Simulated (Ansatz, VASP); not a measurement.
# One calculation of Si2B, two programs

```
Si B
1.0
     2.51186    0.00000    0.00000
    -1.25593    2.17534    0.00000
     0.00000    0.00000   22.00000
Si B
4 2
Direct
  0.33333 0.66667 0.33998
  0.66667 0.33333 0.42636
  0.66667 0.33333 0.57364
  0.00000 0.00000 0.66002
  0.00000 0.00000 0.38317
  0.33333 0.66667 0.61683
```

Alike in both runs: task single point; functional PBE; dispersion D3(BJ); k mesh 9 × 9 × 1; occupations gaussian, width 0.1 eV; no spin polarisation.

|  | VASP | Ansatz |
| --- | --- | --- |
| version | VASP 6.6.1 | Ansatz 0.2.0 |
| potentials or method | VASP PAW PBE potentials, release 64 (Si, B), cutoff 520 eV | scalar-relativistic, plane waves, PAW |
| valence electrons in the cell | 22 | 22 |

```csv
,VASP,Ansatz,Ansatz less VASP
gap on the k mesh at the Fermi level (eV),none,none,-
rms of the force components (eV/Å),4.584,4.623,+0.0389
```

Atom by atom the forces differ by 0.039 eV/Å (rms over components). A gap of «none» marks a metal or a gap that the smearing closes. Ansatz's warnings: slab cell height set.

Noted on VASP's run: the cell as given lies far from equilibrium.
